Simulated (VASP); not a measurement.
Wanted: the native input for a VASP 6.6.1 run.

```
Task                   : single point
Functional             : PBE
Potentials or basis    : VASP PAW PBE potentials, release 64 (K_sv, Nb_sv, O)
Cutoff                 : 520 eV
k mesh                 : 18 × 18 × 8
Occupations            : gaussian, width 0.1 eV
Spin                   : no spin polarisation
Dipole correction      : no
Further INCAR settings : ALGO = Normal; EDIFF = 1e-06; NBANDS = 25
```

The structure of KNbO2 lies in POSCAR:

```
KNbO2
1.0
    3.0261019389      0.0000000000      0.0000000000
   -1.5130509695      2.6206811535      0.0000000000
    0.0000000000      0.0000000000      6.6385317384
K Nb O
1 1 2
Direct
    0.0000000000      0.0000000000      0.5000000000
    0.0000000000      0.0000000000      0.0000000000
    0.6666666667      0.3333333333      0.8004994992
    0.3333333333      0.6666666667      0.1995005008
```

The cell was built from a structure type or drawn by symmetry, and may not be a known phase.

The input as run:

INCAR

```
  PREC = Accurate
  ENCUT = 520
  EDIFF = 1E-6
  ISMEAR = 0
  SIGMA = 0.1
  LREAL = False
  LASPH = True
  NELM = 80
  ALGO = Normal
  ISIF = 2
  LWAVE = False
  LCHARG = False
  GGA = PE
  NBANDS = 25
```

KPOINTS

```
Automatic mesh
0
Gamma
  18 18 8
```

Potentials or basis: VASP PAW PBE potentials, release 64 (K_sv, Nb_sv, O).

Launch:

```bash
$ cat potpaw_PBE.64/K_sv/POTCAR potpaw_PBE.64/Nb_sv/POTCAR potpaw_PBE.64/O/POTCAR > POTCAR
$ mpirun -np 1 vasp_std > vasp.out
```

It gave:

```yaml
Pressure: 0.1 GPa
Largest_force: 0.036 eV/Å
Band_gap_on_the_k_mesh: zero (bands 17 and 18 overlap by 0.96 eV)
```

Wall time 9.7 min on 1 thread of AMD EPYC 7R13, on a shared host, peak memory 0.41 GiB.
